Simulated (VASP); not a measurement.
Here is a VASP 6.6.1 calculation.

File INCAR:

```
SYSTEM = CaO
PREC = Accurate ; ENCUT = 520
EDIFF = 1E-7 ; ISMEAR = 0
SIGMA = 0.01 ; LREAL = .False.
LASPH = .True. ; NELM = 60
ALGO = Normal ; ISIF = 2
LWAVE = .False. ; LCHARG = .False.
GGA = PE ; NBANDS = 24
```

Contents of KPOINTS:

```
regular mesh
0
Gamma
  6 6 4
  0 0 0
```

Contents of POSCAR:

```
CaO
1.0
    4.0031435928      0.0000000000      0.0000000000
   -2.0015717964      3.4668240464      0.0000000000
    0.0000000000      0.0000000000      4.8101069543
Ca O
2 2
Direct
    0.3333333333      0.6666666667     -0.0624994791
    0.6666666667      0.3333333333      0.4375005209
    0.3333333333      0.6666666667      0.4374994791
    0.6666666667      0.3333333333      0.9374994791
```

Potentials or basis: VASP PAW PBE potentials, release 64 (Ca_sv, O).

Command:

```bash
$ cat potpaw_PBE.64/Ca_sv/POTCAR potpaw_PBE.64/O/POTCAR > POTCAR
$ mpirun -np 1 vasp_std > vasp.out
```

Problem. What does it give for the pressure?

Solution. 0.5 GPa.

Problem. Predict the band gap on the k mesh.

Solution. 3.13 eV.

Caveat: the structure was generated, so it needn't be the stable form of CaO.
